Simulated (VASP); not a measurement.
Runs of VASP 6.6.1 on ZnGe2. The structure is that of space group Fd-3m (No. 227), or close to it. The cells are those of the table. 

```tsv
task	cell	k mesh	cutoff (eV)	gap on the mesh (eV)	pressure (GPa)
single point	a = 5.584 Å, angles 60.0°, 6 atoms	4 × 4 × 4	520	none	0.2
relaxation of cell and atoms	relaxed from a = 5.210 Å, angles 60.0°, 6 atoms	4 × 4 × 4	600	none	0.2
single point	a = 5.534 Å, angles 60.0°, 6 atoms	8 × 8 × 8	520	none	(a)
single point	a = 5.210 Å, angles 60.0°, 6 atoms	4 × 4 × 4	520	none	16.4
```

Alike in all rows: level PBE; potentials or basis VASP PAW PBE potentials, release 64 (Zn, Ge_d); no spin polarisation; smearing gaussian 0.1 eV.

Estimate the missing entries.

(a) 0.0.

Caveats: some runs use coarse meshes.

A k mesh can miss the band edges, and the runs leave out spin-orbit coupling on Ge.

A gap of «none» marks levels without a gap at the run's occupations.
